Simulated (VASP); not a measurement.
Write the native input for VASP 6.6.1 that does the following.

* Task: single point
* Functional: PBEsol
* Potentials or basis: VASP PAW PBE potentials, release 64 (Ga_d, P)
* Cutoff: 520 eV
* k mesh: 6 × 6 × 6
* Occupations: methfessel-paxton, width 0.214 eV
* Spin: no spin polarisation
* Dipole correction: no
* Further INCAR settings: ALGO = Normal; EDIFF = 1e-06; NBANDS = 16

The structure of GaP lies in POSCAR:

```
GaP
1.0
    0.0000000000      2.7254101930      2.7254101930
    2.7254101930      0.0000000000      2.7254101930
    2.7254101930      2.7254101930      0.0000000000
Ga P
1 1
Direct
    0.0000000000      0.0000000000      0.0000000000
    0.2500000000      0.2500000000      0.2500000000
```

These files were run (other wordings do the same):

INCAR

```
SYSTEM = GaP
ALGO = Normal ; EDIFF = 1E-6
ENCUT = 520 ; GGA = PS
ISIF = 2 ; ISMEAR = 1
LASPH = .TRUE. ; LCHARG = .FALSE.
LREAL = .FALSE. ; LWAVE = .FALSE.
NBANDS = 16 ; NELM = 80
PREC = Accurate ; SIGMA = 0.214
```

KPOINTS

```
k-points
0
G
  6 6 6
  0 0 0
```

Potentials or basis: VASP PAW PBE potentials, release 64 (Ga_d, P).

Command:

```bash
$ cat potpaw_PBE.64/Ga_d/POTCAR potpaw_PBE.64/P/POTCAR > POTCAR
$ mpirun -np 1 vasp_std > vasp.out
```

Results of the run:

The pressure is -0.6 GPa and the band gap on the k mesh is 1.51 eV (least direct gap 1.75 eV).

Caveat: the PAW data sets were made with another functional, which shifts forces and pressure a little.

Run time: 24 s on 1 thread of Intel Xeon 8259CL, on a shared host, peak memory 0.17 GiB.
